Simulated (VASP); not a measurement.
The system is Ni.

```
CELL_PARAMETERS angstrom
0.00000 1.78550 1.78550
1.78550 0.00000 1.78550
1.78550 1.78550 0.00000
ATOMIC_POSITIONS crystal
Ni 0.00000 0.00000 0.00000
```

Base run:

* Program: VASP 6.6.1
* Functional: PBE
* Potentials or basis: VASP PAW PBE potentials, release 64 (Ni)
* Cutoff: 520 eV
* k mesh: 12 × 12 × 12
* Occupations: fermi-dirac, width 0.1 eV
* Spin: collinear spin, ferromagnetic start
* Starting moments: [1.22] μB
* Fixed moment: 1.22 μB

Its results: pressure -1.8 GPa; site moments Ni +1.19 μB.

Question: After a change of settings the same cell gave: pressure -8.3 GPa; site moments Ni +0.25 μB. Which change was it?
A. fixed moment from 1.22 μB to 0.73 μB; moments at the start from [1.22] to [0.73]
B. fixed moment from 1.22 μB to 1.47 μB; moments at the start from [1.22] to [1.47]
C. fixed moment from 1.22 μB to none; moments at the start from [1.22] to [2.0]
D. fixed moment from 1.22 μB to 0.24 μB; moments at the start from [1.22] to [0.24]

Answer: D.

Caveats: the total moment is fixed, so each spin has its own Fermi level.
